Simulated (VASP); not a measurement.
# KCdCO3F (P-6m2) in VASP: further runs

The runs below take KCdCO3F through single point, with r2SCAN.

Everything below comes from runs of VASP 6.6.1. Logs are shortened: lines on timing, memory, paths and dates and some standing lists are left out, and cuts for length are marked.

## Step 1: The cell of the first run

Symmetry: P-6m2, No. 187, hexagonal system. The conventional cell has a = 5.092 Å, b = 5.092 Å, c = 4.468 Å, α = 90.00°, β = 90.00°, γ = 120.00°. K (site symmetry -6m2) has 6 O at 2.77 Å and 3 F at 2.94 Å and 6 C at 3.69 Å and 6 Cd at 3.69 Å within 3.7 Å. Within 3.0 Å of Cd (site symmetry -6m2) lie 2 F at 2.23 Å and 6 O at 2.55 Å and 3 C at 2.94 Å. C (site symmetry -6m2) has 3 O at 1.30 Å within 1.7 Å. Within 1.7 Å of O (site symmetry mm2) lie 1 C at 1.30 Å. Within 3.0 Å of F (site symmetry -6m2) lie 2 Cd at 2.23 Å and 3 K at 2.94 Å.

## Step 2: Single point, r2SCAN (14.33 Å³/atom)

The input, POSCAR:

```
KCdCO3F
1.0
    5.0918523849      0.0000000000      0.0000000000
   -2.5459261924      4.4096735176      0.0000000000
    0.0000000000      0.0000000000      4.4678697411
K Cd C O F
1 1 1 3 1
Direct
    0.0000000000      0.0000000000      0.0000000000
    0.6666666667      0.3333333333      0.5000000000
    0.3333333333      0.6666666667      0.5000000000
    0.1864134959      0.3728269919      0.5000000000
    0.1864134959      0.8135865041      0.5000000000
    0.6271730081      0.8135865041      0.5000000000
    0.6666666667      0.3333333333      0.0000000000
```

The input, INCAR.step1:

```
PREC = Accurate
ENCUT = 520
ISMEAR = 0
SIGMA = 0.01
LREAL = F
LASPH = T
NELM = 80
NBANDS = 34
GGA = PE
ALGO = Normal
EDIFF = 1E-4
LWAVE = T
LCHARG = F
```

The input, INCAR.step2:

```
PREC = Accurate
ENCUT = 520
EDIFF = 1E-7
ISMEAR = 0
SIGMA = 0.01
LREAL = F
LASPH = T
NELM = 80
ALGO = Normal
ISIF = 2
LWAVE = F
LCHARG = F
METAGGA = R2SCAN
LMIXTAU = T
NBANDS = 34
ISTART = 1
```

The input, KPOINTS:

```
Automatic mesh
0
Gamma
  6 6 6
```

Potentials or basis: VASP PAW PBE potentials, release 64 (K_sv, Cd, C, O, F).

Run with:

```
$ cat potpaw_PBE.64/K_sv/POTCAR potpaw_PBE.64/Cd/POTCAR potpaw_PBE.64/C/POTCAR potpaw_PBE.64/O/POTCAR potpaw_PBE.64/F/POTCAR > POTCAR
$ cp INCAR.step1 INCAR
$ mpirun -np 1 vasp_std > vasp.out
$ cp INCAR.step2 INCAR
$ mpirun -np 1 vasp_std > vasp.out
```

OUTCAR:

```text
PREC = Accurate
   ENCUT = 520
   EDIFF = 1E-7
   ISMEAR = 0
   LREAL = F
   LASPH = T
   NELM = 80
   ISIF = 2
   METAGGA = R2SCAN
   ISTART = 1

 ion  position               nearest neighbor table
   1  0.000  0.000  0.000-   5 2.77   5 2.77   4 2.77   4 2.77   6 2.77   6 2.77   2 3.69   2 3.69
                             2 3.69   2 3.69   2 3.69   2 3.69
   2  0.667  0.333  0.500-   7 2.23   7 2.23   6 2.55   4 2.55   5 2.55   5 2.55   6 2.55   4 2.55
                             1 3.69   1 3.69   1 3.69   1 3.69   1 3.69   1 3.69
   3  0.333  0.667  0.500-   4 1.30   5 1.30   6 1.30
   4  0.186  0.373  0.500-   3 1.30   2 2.55   2 2.55   1 2.77   1 2.77
   5  0.186  0.814  0.500-   3 1.30   2 2.55   2 2.55   1 2.77   1 2.77
   6  0.627  0.814  0.500-   3 1.30   2 2.55   2 2.55   1 2.77   1 2.77
   7  0.667  0.333  0.000-   2 2.23   2 2.23

  LATTYP: Found a hexagonal cell.
 ALAT       =     5.0918523849
 C/A-ratio  =     0.8774546871

  Lattice vectors:

 A1 = (   5.0918523849,   0.0000000000,   0.0000000000)
 A2 = (  -2.5459261924,   4.4096735176,   0.0000000000)
 A3 = (   0.0000000000,   0.0000000000,   4.4678697411)

Analysis of symmetry for initial positions (statically):
=====================================================================
 Subroutine PRICEL returns:
 Original cell was already a primitive cell.

 Routine SETGRP: Setting up the symmetry group for a
 hexagonal supercell.

 Subroutine GETGRP returns: Found 12 space group operations
 (whereof 12 operations were pure point group operations)
 out of a pool of 24 trial point group operations.

The static configuration has the point symmetry D_3h.

Analysis of symmetry for dynamics (positions and initial velocities):
=====================================================================
 Subroutine PRICEL returns:
 Original cell was already a primitive cell.

 Routine SETGRP: Setting up the symmetry group for a
 hexagonal supercell.

 Subroutine GETGRP returns: Found 12 space group operations
 (whereof 12 operations were pure point group operations)
 out of a pool of 24 trial point group operations.

The dynamic configuration has the point symmetry D_3h.

 Subroutine INISYM returns: Found 12 space group operations
 (whereof 12 operations are pure point group operations),
 and found     1 'primitive' translations

----------------------------------------------------------------------------------------

                                     Primitive cell

  volume of cell :     100.3189

  direct lattice vectors                    reciprocal lattice vectors
     5.091852385  0.000000000  0.000000000     0.196392182  0.113387079  0.000000000
    -2.545926192  4.409673518  0.000000000     0.000000000  0.226774158  0.000000000
     0.000000000  0.000000000  4.467869741     0.000000000  0.000000000  0.223820312

  length of vectors
     5.091852385  5.091852385  4.467869741     0.226774158  0.226774158  0.223820312

  position of ions in fractional coordinates (direct lattice)
     0.000000000  0.000000000  0.000000000
     0.666666667  0.333333333  0.500000000
     0.333333333  0.666666667  0.500000000
     0.186413496  0.372826992  0.500000000
     0.186413496  0.813586504  0.500000000
     0.627173008  0.813586504  0.500000000
     0.666666667  0.333333333  0.000000000

  ion indices of the primitive-cell ions
   primitive index   ion index
                 1           1
                 2           2
                 3           3
                 4           4
                 5           5
                 6           6
                 7           7

----------------------------------------------------------------------------------------

 KPOINTS: Automatic mesh

Automatic generation of k-mesh.
 Grid dimensions read from file:
 generate k-points for:    6    6    6

 Generating k-lattice:

  Cartesian coordinates                     Fractional coordinates (reciprocal lattice)
     0.032732030  0.018897847  0.000000000     0.166666667 -0.000000000  0.000000000
     0.000000000  0.037795693  0.000000000     0.000000000  0.166666667  0.000000000
     0.000000000  0.000000000  0.037303385     0.000000000  0.000000000  0.166666667

  Length of vectors
     0.037795693  0.037795693  0.037303385

  Shift w.r.t. Gamma in fractional coordinates (k-lattice)
     0.000000000  0.000000000  0.000000000

 Subroutine IBZKPT returns following result:
 ===========================================

 Found     28 irreducible k-points:

 Following reciprocal coordinates:
            Coordinates               Weight
  0.000000  0.000000  0.000000      1.000000
  0.166667 -0.000000  0.000000      6.000000
  0.333333 -0.000000  0.000000      6.000000
  0.500000 -0.000000  0.000000      3.000000
  0.166667  0.166667  0.000000      6.000000
  0.333333  0.166667  0.000000     12.000000
[... 16 lines left out ...]
  0.166667 -0.000000  0.500000      6.000000
  0.333333 -0.000000  0.500000      6.000000
 [... further k-points ...]
   k-points           NKPTS =     28   k-points in BZ     NKDIM =     28   number of bands    NBANDS=     34
   number of dos      NEDOS =    301   number of ions     NIONS =      7
   total plane-waves  NPLWV =  57600
   dimension x,y,z NGX =    40 NGY =   40 NGZ =   36
   dimension x,y,z NGXF=    80 NGYF=   80 NGZF=   72
   ions per type =               1   1   1   3   1
   NGX,Y,Z   is equivalent  to a cutoff of  13.06, 13.06, 13.40 a.u.
   NGXF,Y,Z  is equivalent  to a cutoff of  26.12, 26.12, 26.79 a.u.
 SYSTEM =  unknown system
   PREC   = accura    normal or accurate (medium, high low for compatibility)
   ISTART =      1    job   : 0-new  1-cont  2-samecut
   ICHARG =      0    charge: 1-file 2-atom 10-const
   ISPIN  =      1    spin polarized calculation?
   LNONCOLLINEAR =      F non collinear calculations
   LSORBIT =      F    spin-orbit coupling
   LASPH  =      T    aspherical Exc in radial PAW
   ENCUT  =  520.0 eV  38.22 Ry    6.18 a.u.   9.47  9.47  8.31*2*pi/ulx,y,z
   NELM   =     80;   NELMIN=  2; NELMDL=  0     # of ELM steps
   EDIFF  = 0.1E-06   stopping-criterion for ELM
   LREAL  =      F    real-space projection
   EDIFFG = 0.1E-05   stopping-criterion for IOM
   NSW    =      0    number of steps for IOM
   IBRION =     -1    ionic relax: 0-MD 1-quasi-New 2-CG
   NFREE  =      0    steps in history (QN), initial steepest desc. (CG)
   ISIF   =      2    stress and relaxation
   ISYM   =      2    0-nonsym 1-usesym 2-fastsym
   POTIM  = 0.5000    time-step for ionic-motion
   TEBEG  =    0.0;   TEEND  =   0.0 temperature during run
   PSTRESS=    0.0 pullay stress
   NELECT =      50.0000    total number of electrons
   NUPDOWN=      -1.0000    fix difference up-down
   EMIN   =  10.00;   EMAX   =-10.00  energy-range for DOS
   EFERMI =   0.00;   METHOD = LEGACY
   ISMEAR =     0;   SIGMA  =   0.01  broadening in eV -4-tet -1-fermi 0-gaus
   EFERMI_NEDOS =   21; number of points for ismear=-14 and -15
   IALGO  =     38    algorithm
   IMIX   =      4    mixing-type and parameters
     AMIX     =   0.40;   BMIX     =  1.00
     AMIX_MAG =   1.60;   BMIX_MAG =  1.00
  volume/ion in A,a.u.               =      14.33        96.71
  Fermi-wavevector in a.u.,A,eV,Ry     =   1.297988  2.452841 22.922716  1.684772
  Thomas-Fermi vector in A             =   2.429345
   LORBIT       =      0    0 simple, 1 ext, 2 COOP (PROOUT), +10 PAW based schemes
   METAGGA = R2SCAN    functional components
   LHFCALC =     F    Hartree Fock is set to
   AEXX    =    0.0000 exact exchange contribution
   IVDW    =     0    specifies the selected vdW correction
   LEPSILON=     F    determine dielectric tensor
   LRPA    =     F    only Hartree local field effects (RPA)
 non-spin polarized calculation
 Gauss-broadening in eV      SIGMA  =   0.01
  energy-cutoff  :      520.00
  volume of cell :      100.32
 maximum number of plane-waves:      2729
 NGX is ok and might be reduce to    40
   NGX = 19   NGY = 19   NGZ = 17

 number of electron      49.9999999 magnetization

 Free energy of the ion-electron system (eV)
  ---------------------------------------------------
  ext. energy  EPLUGINS =         0.00000000
  ---------------------------------------------------
  free energy    TOTEN  =       -70.27836646 eV

  energy without entropy =      -70.27836646  energy(sigma->0) =      -70.27836646

 E-fermi :  -0.3786     XC(G=0):  -9.8925

 val. band max:       -0.4289208434   @ k =   0.0000   0.0000   0.5000
 cond. band min:       2.0827739215   @ k =   0.0000   0.0000   0.0000
 fundamental gap:      2.5116947650
 Fermi energy:        -0.3786135555

 k-point     1 :       0.0000    0.0000    0.0000
  band No.  band energies     occupation
      1     -29.1788      2.00000
      2     -23.4126      2.00000
      3     -23.2513      2.00000
      4     -19.9464      2.00000
      5     -19.9464      2.00000
      6     -11.9703      2.00000
[... 26 lines left out ...]
     33      10.7636      0.00000
     34      11.5362      0.00000

 k-point     2 :       0.1667   -0.0000    0.0000
  band No.  band energies     occupation
      1     -29.1778      2.00000
      2     -23.4044      2.00000
      3     -23.2486      2.00000
      4     -19.9740      2.00000
      5     -19.9456      2.00000
      6     -11.9738      2.00000
[... 26 lines left out ...]
     33      10.7471      0.00000
     34      10.7950      0.00000

 k-point     3 :       0.3333   -0.0000    0.0000
  band No.  band energies     occupation
      1     -29.1760      2.00000
      2     -23.3877      2.00000
      3     -23.2427      2.00000
      4     -20.0290      2.00000
      5     -19.9439      2.00000
      6     -11.9798      2.00000
[... 26 lines left out ...]
     33      10.4808      0.00000
     34      10.8420      0.00000
[... 704 lines left out ...]
 k-point    23 :       0.1667   -0.0000    0.5000
  band No.  band energies     occupation
      1     -29.1704      2.00000
      2     -23.2990      2.00000
      3     -23.2937      2.00000
      4     -19.9745      2.00000
      5     -19.9375      2.00000
      6     -12.0530      2.00000
[... 26 lines left out ...]
     33      10.3518      0.00000
     34      11.7596      0.00000

 k-point    24 :       0.3333   -0.0000    0.5000
  band No.  band energies     occupation
      1     -29.1691      2.00000
      2     -23.3024      2.00000
      3     -23.2589      2.00000
      4     -20.0467      2.00000
      5     -19.9354      2.00000
      6     -11.9929      2.00000
[... 26 lines left out ...]
     33      10.6958      0.00000
     34      11.0972      0.00000

 [... further k-points ...]

------------------------ aborting loop because EDIFF is reached ----------------------------------------

  FORCE on cell =-STRESS in cart. coord.  units (eV):
  Direction    XX          YY          ZZ          XY          YZ          ZX
  --------------------------------------------------------------------------------------
  -------------------------------------------------------------------------------------
  Total       -1.6126559     -1.6126559     -0.8771826     -0.0000000      0.0000000      0.0000000
  in kB      -25.7554747    -25.7554747    -14.0093450     -0.0000000      0.0000000      0.0000000
  external PRESSURE =     -21.8400982 kB  Pullay stress =       0.0000000 kB

 VOLUME and BASIS-vectors are now :
 -----------------------------------------------------------------------------
  energy-cutoff  :      520.00
  volume of cell :      100.32
      direct lattice vectors                 reciprocal lattice vectors
     5.091852385  0.000000000  0.000000000     0.196392182  0.113387079  0.000000000
    -2.545926192  4.409673518  0.000000000     0.000000000  0.226774158  0.000000000
     0.000000000  0.000000000  4.467869741     0.000000000  0.000000000  0.223820312

 POSITION                                       TOTAL-FORCE (eV/Angst)
 -----------------------------------------------------------------------------------
      0.00000      0.00000      0.00000         0.000000     -0.000000     -0.000000
      2.54593      1.46989      2.23393         0.000000     -0.000000     -0.000000
     -0.00000      2.93978      2.23393         0.000000     -0.000000     -0.000000
     -0.00000      1.64405      2.23393         0.000000      0.392254     -0.000000
     -1.12214      3.58765      2.23393         0.339702     -0.196127      0.000000
      1.12214      3.58765      2.23393        -0.339702     -0.196127      0.000000
      2.54593      1.46989      0.00000         0.000000      0.000000     -0.000000
 -----------------------------------------------------------------------------------
    total drift:                               -0.000005      0.000003      0.000000

  FREE ENERGIE OF THE ION-ELECTRON SYSTEM (eV)
  ---------------------------------------------------
  free  energy   TOTEN  =       -70.2783664593 eV

  energy  without entropy=      -70.2783664593  energy(sigma->0) =      -70.27836646
```

Wall time 12 min (1 thread of Oxide Virtual Turin-like, shared host); peak memory 0.28 GiB.

What came out:

```
Free energy            : -70.2784 eV
Pressure               : -2.2 GPa
Largest force          : 0.392 eV/Å
Band gap on the k mesh : 2.51 eV
```

Forces in eV/Å, atoms in the order of the input:
```
K    0.000  0.000  0.000
Cd   0.000  0.000  0.000
C    0.000  0.000  0.000
O    0.000  0.392  0.000
O    0.340 -0.196  0.000
O   -0.340 -0.196  0.000
F    0.000  0.000  0.000
```

Stress tensor (GPa, compression positive):
```
-2.58  0.00  0.00
 0.00 -2.58  0.00
 0.00  0.00 -1.40
```

Caveat: the PAW data sets were made with another functional, which shifts forces and pressure a little. A k mesh can miss the band edges.

## Step 3: Single point, r2SCAN (14.75 Å³/atom)

This run uses another cell than the first one, of 14.75 Å³/atom.

Edit POSCAR of step 2 so:

```diff
@@ -2,5 +2,5 @@
 1.0
-    5.0918523849      0.0000000000      0.0000000000
-   -2.5459261924      4.4096735176      0.0000000000
-    0.0000000000      0.0000000000      4.4678697411
+    5.1408155076      0.0000000000      0.0000000000
+   -2.5704077538      4.4520768258      0.0000000000
+    0.0000000000      0.0000000000      4.5108326626
 K Cd C O F
```

The input, INCAR.step1:

```
PREC     = Accurate       # precision mode
ENCUT    = 520            # plane-wave cutoff, eV
ISMEAR   = 0              # smearing method
SIGMA    = 0.01           # smearing width, eV
LREAL    = False          # projectors in reciprocal space
LASPH    = True           # aspherical terms in the spheres
NELM     = 60             # most SCF steps
NBANDS   = 34             # bands
GGA      = PE             # functional
ALGO     = Normal         # electronic algorithm
EDIFF    = 1E-4           # SCF threshold, eV
LWAVE    = True           # write WAVECAR
LCHARG   = False          # write CHGCAR
```

The input, INCAR.step2:

```
PREC     = Accurate       # precision mode
ENCUT    = 520            # plane-wave cutoff, eV
EDIFF    = 1E-7           # SCF threshold, eV
ISMEAR   = 0              # smearing method
SIGMA    = 0.01           # smearing width, eV
LREAL    = False          # projectors in reciprocal space
LASPH    = True           # aspherical terms in the spheres
NELM     = 60             # most SCF steps
ALGO     = Normal         # electronic algorithm
ISIF     = 2              # what is computed and relaxed
LWAVE    = False          # write WAVECAR
LCHARG   = False          # write CHGCAR
METAGGA  = R2SCAN         # meta-GGA
LMIXTAU  = True         
NBANDS   = 34             # bands
ISTART   = 1
```

KPOINTS is that of step 2.

Potentials or basis: VASP PAW PBE potentials, release 64 (K_sv, Cd, C, O, F).

Run with:

```
$ cat potpaw_PBE.64/K_sv/POTCAR potpaw_PBE.64/Cd/POTCAR potpaw_PBE.64/C/POTCAR potpaw_PBE.64/O/POTCAR potpaw_PBE.64/F/POTCAR > POTCAR
$ cp INCAR.step1 INCAR
$ mpirun -np 1 vasp_std > vasp.out
$ cp INCAR.step2 INCAR
$ mpirun -np 1 vasp_std > vasp.out
```

Wall time 9 min (1 thread of Oxide Virtual Turin-like, shared host); peak memory 0.28 GiB.

The run converged. Its results:

| Item | Value |
| --- | --- |
| Free energy | -70.2165 eV |
| Pressure | -5.0 GPa |
| Largest force | 1.068 eV/Å |
| Band gap on the k mesh | 2.39 eV |

Forces in eV/Å, atoms in the order of the input:
```
K    0.000  0.000  0.000
Cd   0.000  0.000  0.000
C    0.000  0.000  0.000
O    0.000  1.068  0.000
O    0.925 -0.534  0.000
O   -0.925 -0.534  0.000
F    0.000  0.000  0.000
```

Stress tensor (GPa, compression positive):
```
-6.01  0.00  0.00
 0.00 -6.01  0.00
 0.00  0.00 -2.95
```

Levels at points of the mesh, in eV from the valence-band top:
| k point | band 21 | band 22 | band 23 | band 24 | band 25 | band 26 | band 27 | band 28 | band 29 | band 30 |
| --- | --- | --- | --- | --- | --- | --- | --- | --- | --- | --- |
| (0.00, 0.00, 0.00) | -1.70 | -1.70 | -1.39 | -1.39 | 0.00 | 2.39 | 6.31 | 6.76 | 9.59 | 9.59 |
| (0.50, 0.00, 0.00) | -2.89 | -1.88 | -1.37 | -1.36 | -0.15 | 4.54 | 6.38 | 6.52 | 9.13 | 10.16 |
| (0.00, 0.00, 0.50) | -1.82 | -1.82 | -1.33 | -1.33 | 0.00 | 4.54 | 5.69 | 6.78 | 9.86 | 9.86 |
| (0.50, 0.00, 0.50) | -2.10 | -1.62 | -1.40 | -1.29 | -0.15 | 6.02 | 6.43 | 7.54 | 8.43 | 8.77 |

Caveat: the cell stands under tension; the PAW data sets were made with another functional, which shifts forces and pressure a little.
